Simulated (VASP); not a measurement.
A run of VASP 6.6.1:

Contents of INCAR:

```
SYSTEM = Al12H
PREC     = Accurate       ! precision mode
ENCUT    = 520            ! plane-wave cutoff, eV
EDIFF    = 1E-6           ! SCF threshold, eV
ISMEAR   = 0              ! smearing method
SIGMA    = 0.1            ! smearing width, eV
LREAL    = .FALSE.        ! projectors in reciprocal space
LASPH    = .TRUE.         ! aspherical terms in the spheres
NELM     = 80             ! most SCF steps
ALGO     = Normal         ! electronic algorithm
ISIF     = 2              ! what is computed and relaxed
LWAVE    = .FALSE.        ! write WAVECAR
LCHARG   = .FALSE.        ! write CHGCAR
LDIPOL   = .TRUE.       
IDIPOL   = 3            
DIPOL    = 0.5 0.5 0.328
GGA      = PE             ! functional
IBRION   = 2              ! ionic algorithm
NSW      = 36             ! ionic steps
EDIFFG   = -0.025         ! ionic threshold
```

Contents of KPOINTS:

```
regular mesh
0
G
  6 6 1
  0 0 0
```

Contents of POSCAR:

```
Al12H
1.0
    5.7135165838      0.0000000000      0.0000000000
   -2.8567582919      4.9480505065      0.0000000000
    0.0000000000      0.0000000000     20.1013781936
Al H
12 1
Selective dynamics
Direct
    0.3333333333      0.1666666667      0.1989913309  F F F
    0.3333333333      0.6666666667      0.1989913309  F F F
    0.8333333333      0.1666666667      0.1989913309  F F F
    0.8333333333      0.6666666667      0.1989913309  F F F
    0.1666666667      0.3333333333      0.3134471578  F F F
    0.1666666667      0.8333333333      0.3134471578  F F F
    0.6666666667      0.3333333333      0.3134471578  F F F
    0.6666666667      0.8333333333      0.3134471578  F F F
    0.0000000000      0.0000000000      0.4278999236  F F F
    0.0000000000      0.5000000000      0.4278999236  F F F
    0.5000000000      0.0000000000      0.4278999236  F F F
    0.5000000000      0.5000000000      0.4278999236  F F F
    0.0000000000      0.0000000000      0.5035166294  F F T
```

Potentials or basis: VASP PAW PBE potentials, release 64 (Al, H).

Run with:

```sh
$ cat potpaw_PBE.64/Al/POTCAR potpaw_PBE.64/H/POTCAR > POTCAR
$ mpirun -np 1 vasp_std > vasp.out
```

Hardware: 1 thread of Intel(R) Xeon(R) 6975P-C (Granite Rapids), on a shared host.

Task: Estimate the wall time of this run.

Result: It took 3.7 min on 1 thread of Intel(R) Xeon(R) 6975P-C (Granite Rapids), on a shared host, peak memory 0.63 GiB. Counts: scf iterations 52, k points 7, ion steps 3.
